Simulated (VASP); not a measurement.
# Rh in VASP: single point with r2SCAN

Aim: the single point of Rh with r2SCAN.

All numbers are computed with VASP 6.6.1; they aren't measurements. Logs are shortened: lines on timing, memory, paths and dates and some standing lists are left out, and cuts for length are marked.

**1. The cell of the first run**

The typed cell holds 2 atoms: a = 2.704 Å, b = 2.704 Å, c = 4.355 Å, α = 90.00°, β = 90.00°, γ = 120.00°.

This isn't the form of Rh at room conditions, which is fcc.

**2. Single point, r2SCAN**

File POSCAR:

```
Rh
1.0
   -1.4937083288      1.8177901752      1.3323059686
    1.8177901752     -1.4937083288      1.3323059686
    3.0350168142      3.0350168142     -0.7387494733
Rh
2
Direct
    0.0416678326      0.9583321674      0.0000000000
    0.7083321674      0.2916678326      0.5000000000
```

File INCAR.step1:

```
ALGO = Normal
EDIFF = 1E-4
ENCUT = 520
GGA = PE
ISMEAR = -1
ISYM = 0
LASPH = T
LCHARG = F
LREAL = F
LWAVE = T
NBANDS = 22
NELM = 100
PREC = Accurate
SIGMA = 0.1
```

File INCAR.step2:

```
ALGO = Normal
EDIFF = 1E-6
ENCUT = 520
ISIF = 2
ISMEAR = -1
ISTART = 1
ISYM = 0
LASPH = T
LCHARG = F
LMIXTAU = T
LREAL = F
LWAVE = F
METAGGA = R2SCAN
NBANDS = 22
NELM = 100
PREC = Accurate
SIGMA = 0.1
```

File KPOINTS:

```
k-points
0
Gamma
  14 14 9
```

Potentials or basis: VASP PAW PBE potentials, release 64 (Rh_pv).

Launch:

```
cat potpaw_PBE.64/Rh_pv/POTCAR > POTCAR
cp INCAR.step1 INCAR
mpirun -np 1 vasp_std > vasp.out
cp INCAR.step2 INCAR
mpirun -np 1 vasp_std > vasp.out
```

OUTCAR:

```text
EDIFF = 1E-6
   ENCUT = 520
   ISIF = 2
   ISMEAR = -1
   ISTART = 1
   ISYM = 0
   LASPH = T
   LREAL = F
   METAGGA = R2SCAN
   NELM = 100
   PREC = Accurate

 ion  position               nearest neighbor table
   1  0.042  0.958  0.000-   2 2.68   2 2.68   2 2.68   2 2.68   2 2.68   2 2.68
   2  0.708  0.292  0.500-   1 2.68   1 2.68   1 2.68   1 2.68   1 2.68   1 2.68

IMPORTANT INFORMATION: All symmetrisations will be switched off!
NOSYMM: (Re-)initialisation of all symmetry stuff for point group C_1.

----------------------------------------------------------------------------------------

                                     Primitive cell

  volume of cell :      27.5734

  direct lattice vectors                    reciprocal lattice vectors
    -1.493708329  1.817790175  1.332305969    -0.106628007  0.195350085  0.364498399
     1.817790175 -1.493708329  1.332305969     0.195350085 -0.106628007  0.364498399
     3.035016814  3.035016814 -0.738749473     0.160006821  0.160006821 -0.038921469

  length of vectors
     2.703805630  2.703805630  4.355273230     0.427071739  0.427071739  0.229606721

  position of ions in fractional coordinates (direct lattice)
     0.041667833  0.958332167  1.000000000
     0.708332167  0.291667833  0.500000000

  ion indices of the primitive-cell ions
   primitive index   ion index
                 1           1
                 2           2

----------------------------------------------------------------------------------------

 KPOINTS: k-points

Automatic generation of k-mesh.
 Grid dimensions read from file:
 generate k-points for:   14   14    9

 Generating k-lattice:

  Cartesian coordinates                     Fractional coordinates (reciprocal lattice)
    -0.007616286  0.013953578  0.026035600     0.071428571 -0.000000000  0.000000000
     0.013953578 -0.007616286  0.026035600    -0.000000000  0.071428571  0.000000000
     0.017778536  0.017778536 -0.004324608    -0.000000000 -0.000000000  0.111111111

  Length of vectors
     0.030505124  0.030505124  0.025511858

  Shift w.r.t. Gamma in fractional coordinates (k-lattice)
     0.000000000  0.000000000  0.000000000

 Subroutine IBZKPT returns following result:
 ===========================================

 Found    884 irreducible k-points:

 Following reciprocal coordinates:
            Coordinates               Weight
  0.000000  0.000000  0.000000      1.000000
  0.071429  0.000000  0.000000      2.000000
 -0.000000 -0.071429  0.000000      2.000000
  0.142857  0.000000  0.000000      2.000000
  0.000000 -0.142857  0.000000      2.000000
  0.214286  0.000000 -0.000000      2.000000
[... 16 lines left out ...]
  0.357143  0.071429  0.000000      2.000000
 -0.071429 -0.357143 -0.000000      2.000000
 [... further k-points ...]
   k-points           NKPTS =    884   k-points in BZ     NKDIM =    884   number of bands    NBANDS=     22
   number of dos      NEDOS =    301   number of ions     NIONS =      2
   total plane-waves  NPLWV =  12800
   dimension x,y,z NGX =    20 NGY =   20 NGZ =   32
   dimension x,y,z NGXF=    40 NGYF=   40 NGZF=   64
   ions per type =               2
   NGX,Y,Z   is equivalent  to a cutoff of  12.30, 12.30, 12.21 a.u.
   NGXF,Y,Z  is equivalent  to a cutoff of  24.59, 24.59, 24.43 a.u.
 SYSTEM =  unknown system
   PREC   = accura    normal or accurate (medium, high low for compatibility)
   ISTART =      1    job   : 0-new  1-cont  2-samecut
   ICHARG =      0    charge: 1-file 2-atom 10-const
   ISPIN  =      1    spin polarized calculation?
   LNONCOLLINEAR =      F non collinear calculations
   LSORBIT =      F    spin-orbit coupling
   LASPH  =      T    aspherical Exc in radial PAW
   ENCUT  =  520.0 eV  38.22 Ry    6.18 a.u.   5.03  5.03  8.10*2*pi/ulx,y,z
   NELM   =    100;   NELMIN=  2; NELMDL=  0     # of ELM steps
   EDIFF  = 0.1E-05   stopping-criterion for ELM
   LREAL  =      F    real-space projection
   EDIFFG = 0.1E-04   stopping-criterion for IOM
   NSW    =      0    number of steps for IOM
   IBRION =     -1    ionic relax: 0-MD 1-quasi-New 2-CG
   NFREE  =      0    steps in history (QN), initial steepest desc. (CG)
   ISIF   =      2    stress and relaxation
   ISYM   =      0    0-nonsym 1-usesym 2-fastsym
   POTIM  = 0.5000    time-step for ionic-motion
   TEBEG  =    0.0;   TEEND  =   0.0 temperature during run
   PSTRESS=    0.0 pullay stress
   NELECT =      30.0000    total number of electrons
   NUPDOWN=      -1.0000    fix difference up-down
   EMIN   =  10.00;   EMAX   =-10.00  energy-range for DOS
   EFERMI =   0.00;   METHOD = LEGACY
   ISMEAR =    -1;   SIGMA  =   0.10  broadening in eV -4-tet -1-fermi 0-gaus
   EFERMI_NEDOS =   21; number of points for ismear=-14 and -15
   IALGO  =     38    algorithm
   IMIX   =      4    mixing-type and parameters
     AMIX     =   0.40;   BMIX     =  1.00
     AMIX_MAG =   1.60;   BMIX_MAG =  1.00
  volume/ion in A,a.u.               =      13.79        93.04
  Fermi-wavevector in a.u.,A,eV,Ry     =   1.683780  3.181882 38.574063  2.835114
  Thomas-Fermi vector in A             =   2.766919
   LORBIT       =      0    0 simple, 1 ext, 2 COOP (PROOUT), +10 PAW based schemes
   METAGGA = R2SCAN    functional components
   LHFCALC =     F    Hartree Fock is set to
   AEXX    =    0.0000 exact exchange contribution
   IVDW    =     0    specifies the selected vdW correction
   LEPSILON=     F    determine dielectric tensor
   LRPA    =     F    only Hartree local field effects (RPA)
 non-spin polarized calculation
  energy-cutoff  :      520.00
  volume of cell :       27.57
 maximum number of plane-waves:       762
   NGX =  9   NGY =  9   NGZ = 17

 number of electron      30.0000012 magnetization

 Free energy of the ion-electron system (eV)
  ---------------------------------------------------
  ext. energy  EPLUGINS =         0.00000000
  ---------------------------------------------------
  free energy    TOTEN  =       -48.23431745 eV

  energy without entropy =      -48.12756658  energy(sigma->0) =      -48.18094201

 E-fermi :  11.7824     XC(G=0): -15.1854

 val. band max:       11.7817543024   @ k =   0.2857   0.0714   0.1111
 cond. band min:      11.7844125657   @ k =  -0.3571   0.1429   0.3333
 fundamental gap:      0.0026582633
 Fermi energy:        11.7824348191

 k-point     1 :       0.0000    0.0000    0.0000
  band No.  band energies     occupation
      1     -36.8871      2.00000
      2     -36.1888      2.00000
      3     -36.1888      2.00000
      4     -36.0805      2.00000
      5     -36.0722      2.00000
      6     -36.0721      2.00000
[... 14 lines left out ...]
     21      29.0983      0.00000
     22      29.0987      0.00000

 k-point     2 :       0.0714    0.0000    0.0000
  band No.  band energies     occupation
      1     -36.8744      2.00000
      2     -36.2171      2.00000
      3     -36.1981      2.00000
      4     -36.1016      2.00000
      5     -36.0859      2.00000
      6     -36.0766      2.00000
[... 14 lines left out ...]
     21      29.0981      0.00000
     22      29.0984      0.00000

 k-point     3 :      -0.0000   -0.0714    0.0000
  band No.  band energies     occupation
      1     -36.8744      2.00000
      2     -36.2171      2.00000
      3     -36.1981      2.00000
      4     -36.1016      2.00000
      5     -36.0859      2.00000
      6     -36.0766      2.00000
[... 14 lines left out ...]
     21      29.0981      0.00000
     22      29.0984      0.00000

 k-point     4 :       0.1429    0.0000    0.0000
  band No.  band energies     occupation
      1     -36.8377      2.00000
      2     -36.2964      2.00000
      3     -36.2235      2.00000
      4     -36.1832      2.00000
      5     -36.1022      2.00000
      6     -36.0893      2.00000
[... 14 lines left out ...]
     21      29.0981      0.00000
     22      29.0987      0.00000

 k-point     5 :       0.0000   -0.1429    0.0000
  band No.  band energies     occupation
      1     -36.8377      2.00000
      2     -36.2964      2.00000
      3     -36.2235      2.00000
      4     -36.1832      2.00000
      5     -36.1022      2.00000
      6     -36.0893      2.00000
[... 14 lines left out ...]
     21      29.0981      0.00000
     22      29.0987      0.00000

 k-point     6 :       0.2143    0.0000   -0.0000
  band No.  band energies     occupation
      1     -36.7809      2.00000
      2     -36.4112      2.00000
      3     -36.2986      2.00000
      4     -36.2592      2.00000
      5     -36.1294      2.00000
      6     -36.1087      2.00000
[... 14 lines left out ...]
     21      29.0982      0.00000
     22      29.0993      0.00000

 k-point     7 :      -0.0000   -0.2143    0.0000
  band No.  band energies     occupation
      1     -36.7809      2.00000
      2     -36.4112      2.00000
      3     -36.2986      2.00000
      4     -36.2592      2.00000
      5     -36.1294      2.00000
      6     -36.1087      2.00000
[... 324 lines left out ...]
      6     -36.1340      2.00000
[... 14 lines left out ...]
     21      28.4701      0.00000
     22      29.0984      0.00000

 k-point    21 :       0.2857    0.0714    0.0000
  band No.  band energies     occupation
      1     -36.6652      2.00000
      2     -36.5957      2.00000
      3     -36.4906      2.00000
      4     -36.3213      2.00000
      5     -36.1936      2.00000
      6     -36.1585      2.00000
[... 14 lines left out ...]
     21      26.9732      0.00000
     22      28.7175      0.00000

 k-point    22 :      -0.0714   -0.2857    0.0000
  band No.  band energies     occupation
      1     -36.6652      2.00000
      2     -36.5957      2.00000
      3     -36.4906      2.00000
      4     -36.3213      2.00000
      5     -36.1936      2.00000
      6     -36.1585      2.00000
[... 14 lines left out ...]
     21      26.9732      0.00000
     22      28.7175      0.00000

 k-point    23 :       0.3571    0.0714    0.0000
  band No.  band energies     occupation
      1     -36.6925      2.00000
      2     -36.5928      2.00000
      3     -36.5739      2.00000
      4     -36.3569      2.00000
      5     -36.2409      2.00000
      6     -36.1782      2.00000
[... 14 lines left out ...]
     21      25.6873      0.00000
     22      27.6907      0.00000

 k-point    24 :      -0.0714   -0.3571   -0.0000
  band No.  band energies     occupation
      1     -36.6925      2.00000
      2     -36.5928      2.00000
      3     -36.5739      2.00000
      4     -36.3569      2.00000
      5     -36.2409      2.00000
      6     -36.1782      2.00000
[... 14 lines left out ...]
     21      25.6873      0.00000
     22      27.6907      0.00000

 [... further k-points ...]

------------------------ aborting loop because EDIFF is reached ----------------------------------------

  FORCE on cell =-STRESS in cart. coord.  units (eV):
  Direction    XX          YY          ZZ          XY          YZ          ZX
  --------------------------------------------------------------------------------------
  -------------------------------------------------------------------------------------
  Total        0.2322844      0.2322835      0.2277842      0.0061741     -0.0002904     -0.0002894
  in kB       13.4971038     13.4970520     13.2356156      0.3587521     -0.0168736     -0.0168181
  external PRESSURE =      13.4099238 kB  Pullay stress =       0.0000000 kB

 VOLUME and BASIS-vectors are now :
 -----------------------------------------------------------------------------
  energy-cutoff  :      520.00
  volume of cell :       27.57
      direct lattice vectors                 reciprocal lattice vectors
    -1.493708329  1.817790175  1.332305969    -0.106628007  0.195350085  0.364498399
     1.817790175 -1.493708329  1.332305969     0.195350085 -0.106628007  0.364498399
     3.035016814  3.035016814 -0.738749473     0.160006821  0.160006821 -0.038921469

 POSITION                                       TOTAL-FORCE (eV/Angst)
 -----------------------------------------------------------------------------------
      1.67981     -1.35573      1.33231         0.000082     -0.000082     -0.000001
      0.98966      2.36944      0.96293        -0.000082      0.000082      0.000001
 -----------------------------------------------------------------------------------
    total drift:                                0.000000     -0.000001     -0.000000

  FREE ENERGIE OF THE ION-ELECTRON SYSTEM (eV)
  ---------------------------------------------------
  free  energy   TOTEN  =       -48.2343174478 eV

  energy  without entropy=      -48.1275665778  energy(sigma->0) =      -48.18094201
```

Run time: 8.9 min. Hardware: 1 thread of Intel Xeon 6975P-C (Granite Rapids), shared host; peak memory 0.48 GiB.

What came out:

```yaml
Free_energy: -48.2343 eV
Pressure: 1.3 GPa
Band_gap_on_the_k_mesh: zero (bands 15 and 16 overlap by 2.31 eV)
```

Caveat: the PAW data sets were made with another functional, which shifts forces and pressure a little.
